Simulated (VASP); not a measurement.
BP:

```
B P
1.0
     2.88589    0.00000    0.00000
    -1.44295    2.49926    0.00000
     0.00000    0.00000    7.66537
B P
2 2
Direct
  0.33333 0.66667 0.25000
  0.66667 0.33333 0.75000
  0.33333 0.66667 0.75000
  0.66667 0.33333 0.25000
```

* Program: VASP 6.6.1
* Task: relaxation of cell and atoms
* Functional: PBE
* Potentials or basis: VASP PAW PBE potentials, release 64 (B, P)
* Cutoff: 600 eV
* k mesh: 6 × 6 × 2
* Occupations: gaussian, width 0.1 eV
* Spin: no spin polarisation

At the start: pressure 56.2 GPa; volume 13.82 Å³/atom.

Problem. Where does the relaxation end?

Solution. Over 9 steps the energy falls by 724.9 meV/atom and the volume is 21.31 Å³/atom (+54.2 %); space group P6_3/mmc (No. 194, to 0.05 Å).

The path:
```
step  energy change (eV)  largest force (eV/Å)  pressure (GPa)  volume (Å³)
   1              0.0000                0.0000           56.23        55.29
   2              2.2410                0.0000          -21.17       101.16
   3             -2.7920                0.0000           -3.38        70.67
   4             -2.8273                0.0000           -0.43        69.25
   5             -2.8303                0.0000            0.81        68.70
   6             -2.8408                0.0000            0.68        69.45
   7             -2.8649                0.0000            0.44        71.70
   8             -2.8894                0.0000            0.13        76.21
   9             -2.8995                0.0000           -0.13        85.23
```

Final structure:
```yaml
crystal:
  lattice:
    - [3.21526, 0.00000, 0.00000]
    - [-1.60763, 2.78449, 0.00000]
    - [0.00000, 0.00000, 9.51985]
  atoms:
    - { symbol: B, position: [0.33333, 0.66667, 0.25000] }
    - { symbol: B, position: [0.66667, 0.33333, 0.75000] }
    - { symbol: P, position: [0.33333, 0.66667, 0.75000] }
    - { symbol: P, position: [0.66667, 0.33333, 0.25000] }
```

Caveat: the volume moved by over 15 % at a fixed basis, so the end points are rough; this functional lacks dispersion, which binds the layers, so the pressure and a relaxed spacing across them are unreliable.
